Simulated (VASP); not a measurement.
Here is a VASP 6.6.1 calculation.

File INCAR:

```
SYSTEM = GaN
ALGO = Normal
EDIFF = 1E-8
ENCUT = 600
GGA = PS
IBRION = 6
ISIF = 3
ISMEAR = 0
LASPH = .TRUE.
LCHARG = .FALSE.
LREAL = .FALSE.
LWAVE = .FALSE.
NBANDS = 26
NELM = 60
NFREE = 2
NSW = 1
POTIM = 0.015
PREC = Accurate
SIGMA = 0.01
```

Contents of KPOINTS:

```
k-points
0
G
  8 8 4
  0 0 0
```

File POSCAR:

```
GaN
1.0
    3.1771259003      0.0000000000      0.0000000000
   -1.5885629501      2.7514717407      0.0000000000
    0.0000000000      0.0000000000      5.1764183605
Ga N
2 2
Direct
    0.3333333333      0.6666666667     -0.0008038554
    0.6666666667      0.3333333333      0.4991961446
    0.3333333333      0.6666666667      0.3758038554
    0.6666666667      0.3333333333      0.8758038554
```

Potentials or basis: VASP PAW PBE potentials, release 64 (Ga_d, N).

Command:

```console
$ cat potpaw_PBE.64/Ga_d/POTCAR potpaw_PBE.64/N/POTCAR > POTCAR
$ mpirun -np 1 vasp_std > vasp.out
```

(1) Predict the Voigt bulk modulus.

(2) Estimate the highest phonon frequency at Γ, LO-TO splitting left out.

Answers

(1) 191 GPa.

(2) 681 cm⁻¹.

Caveat: the PAW data sets were made with another functional, which shifts forces and pressure a little.
